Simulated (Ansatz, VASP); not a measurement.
## PbSe in VASP and in Ansatz

```
Pb Se
1.0
     4.27099    0.00000    0.00000
    -2.13550    3.69879    0.00000
     0.00000    0.00000    7.64401
Pb Se
2 2
Direct
  0.33333 0.66667 0.25000
  0.66667 0.33333 0.75000
  0.00000 0.00000 0.00000
  0.00000 0.00000 0.50000
```

Alike in both runs: task single point; functional PBEsol; k mesh 8 × 8 × 6; occupations gaussian, width 0.05 eV; no spin polarisation.

|  | VASP | Ansatz |
| --- | --- | --- |
| version | VASP 6.6.1 | Ansatz 0.2.0 |
| potentials or method | VASP PAW PBE potentials, release 64 (Pb_d, Se), cutoff 520 eV | scalar-relativistic, plane waves, PAW |
| valence electrons in the cell | 40 | 60 |

|  | VASP | Ansatz | Ansatz less VASP |
| --- | --- | --- | --- |
| gap on the k mesh at the Fermi level (eV) | 0.13 | 0.13 | -0.002 |
| least direct gap on the mesh (eV) | 0.19 | 0.18 | -0.003 |
| pressure (GPa) | -2.6 | -2.6 | +0.01 |
| traceless stress, the component that is largest in VASP (GPa) | -0.18 | -0.18 | -0.002 |

VASP's potentials were made for PBE, not for PBEsol. With one functional, cell and mesh, what is left measures potentials, basis and numerics. VASP's potentials hold 40 valence electrons a cell and Ansatz's 60, so a difference there can come from the potentials and not from the codes.

Spin-orbit coupling is off throughout.
